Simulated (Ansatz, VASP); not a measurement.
# Two plane-wave programs on AgCl

```
CELL_PARAMETERS angstrom
0.00000 2.84360 3.26771
2.84360 0.00000 3.26771
2.84360 2.84360 0.00000
ATOMIC_POSITIONS crystal
Ag 0.00000 0.00000 0.00000
Cl 0.25000 0.25000 0.25000
```

Change from the starting cell: epitaxial_xy strain -5.0%.

Alike in both runs: task single point; functional r2SCAN; k mesh 8 × 8 × 8; no spin polarisation.

|  | VASP | Ansatz |
| --- | --- | --- |
| version | VASP 6.6.1 | Ansatz 0.2.0 |
| potentials or method | VASP PAW PBE potentials, release 64 (Ag, Cl) | plane waves, PAW |
| plane-wave cutoff (eV) | 520 | 500 |
| occupations | gaussian, width 0.01 eV | fixed |
| valence electrons in the cell | 18 | 26 |

```csv
,VASP,Ansatz,Ansatz less VASP
gap on the k mesh at the Fermi level (eV),1.55,1.60,+0.046
pressure (GPa),0.0,0.1,+0.09
"traceless stress, the component that is largest in VASP (GPa)",-0.11,-0.12,-0.005
```

VASP's potentials were made for PBE, not for r2SCAN. VASP's potentials hold 18 valence electrons a cell and Ansatz's 26, so a difference there can come from the potentials and not from the codes.
